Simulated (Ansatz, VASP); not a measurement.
## InSb3: VASP beside Ansatz

Contents of INCAR:

```
ALGO = Normal
EDIFF = 1E-7
ENCUT = 520
GGA = PS
ISIF = 2
ISMEAR = 0
LASPH = T
LCHARG = F
LREAL = F
LWAVE = F
NBANDS = 22
NELM = 60
PREC = Accurate
SIGMA = 0.15
```

KPOINTS

```
k-points
0
Gamma
  10 10 10
```

The input POSCAR:

```
InSb3
1.0
    4.8795103481      0.0000000000      0.0000000000
    0.0000000000      4.8795103481      0.0000000000
    0.0000000000      0.0000000000      4.3217823154
In Sb
1 3
Direct
    0.0000000000      0.0000000000      0.0000000000
    0.5000000000      0.0000000000      0.5000000000
    0.0000000000      0.5000000000      0.5000000000
    0.5000000000      0.5000000000      0.0000000000
```

Input for Ansatz:

```yaml
crystal:
  lattice:
    - [4.8795103481, 0.0, 0.0]
    - [0.0, 4.8795103481, 0.0]
    - [0.0, 0.0, 4.3217823154]
  atoms:
    - { symbol: In, position: [0.0, 0.0, 0.0] }
    - { symbol: Sb, position: [0.5, 0.0, 0.5] }
    - { symbol: Sb, position: [0.0, 0.5, 0.5] }
    - { symbol: Sb, position: [0.5, 0.5, 0.0] }
basis:
  ecutwfc: 420
kpoints:
  mp_grid: { grid: [10, 10, 10] }
hamiltonian:
  xc: pbesol
  pseudopotentials: { kind: paw, azcp: { folder: soft_1 } }
scf:
  occupations: { method: gaussian, width: 0.15 }
output:
  forces: true
  stress: true
  eigenvalues: true
```

Alike in both runs: task single point; functional PBEsol; k mesh 10 × 10 × 10; occupations gaussian, width 0.15 eV; no spin polarisation.

```csv
,VASP,Ansatz
version,VASP 6.6.1,Ansatz 0.2.0
potentials or method,"VASP PAW PBE potentials, release 64 (In_d, Sb), cutoff 520 eV","scalar-relativistic, plane waves, PAW"
valence electrons in the cell,28,58
```

```tsv
	VASP	Ansatz	Ansatz less VASP
gap on the k mesh at the Fermi level (eV)	none	none	-
pressure (GPa)	1.6	1.6	-0.01
traceless stress, the component that is largest in VASP (GPa)	-0.64	-0.64	-0.001
```

VASP's potentials were made for PBE, not for PBEsol, and Ansatz warns of the same on its side. A gap of «none» marks a metal or a gap that the smearing closes. The functional is the same, so the differences come from potentials, cutoffs and numerics. VASP's potentials hold 28 valence electrons a cell and Ansatz's 58, so a difference there can come from the potentials and not from the codes.

Spin-orbit coupling is off throughout.
